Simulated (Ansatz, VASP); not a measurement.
# Two plane-wave programs on TiPt3

```
Ti Pt
1.0
     3.89700    0.00000    0.00000
     0.00000    3.89700    0.00000
     0.00000    0.00000    3.89700
Ti Pt
1 3
Direct
  0.00000 0.00000 0.01000
  0.00000 0.50000 0.50000
  0.50000 0.00000 0.50000
  0.50000 0.50000 0.00000
```

Alike in both runs: task single point; functional PBEsol; k mesh 4 × 4 × 4; occupations fermi-dirac, width 0.1 eV; no spin polarisation.

|  | VASP | Ansatz |
| --- | --- | --- |
| version | VASP 6.6.1 | Ansatz 0.2.0 |
| potentials or method | VASP PAW PBE potentials, release 64 (Ti_sv, Pt) | plane waves, PAW |
| plane-wave cutoff (eV) | 520 | 420 |
| valence electrons in the cell | 42 | 66 |

VASP gave:

- rms of the force components (eV/Å): 0.069

Q: What did Ansatz give for the same quantities?

A: rms of the force components (eV/Å): 0.068.

VASP's potentials were made for PBE, not for PBEsol. Atom by atom the forces differ by 0.001 eV/Å (rms over components). VASP's potentials hold 42 valence electrons a cell and Ansatz's 66, so a difference there can come from the potentials and not from the codes.

The k mesh is coarse, so the values compare programs but aren't converged. Neither program's run includes spin-orbit coupling.
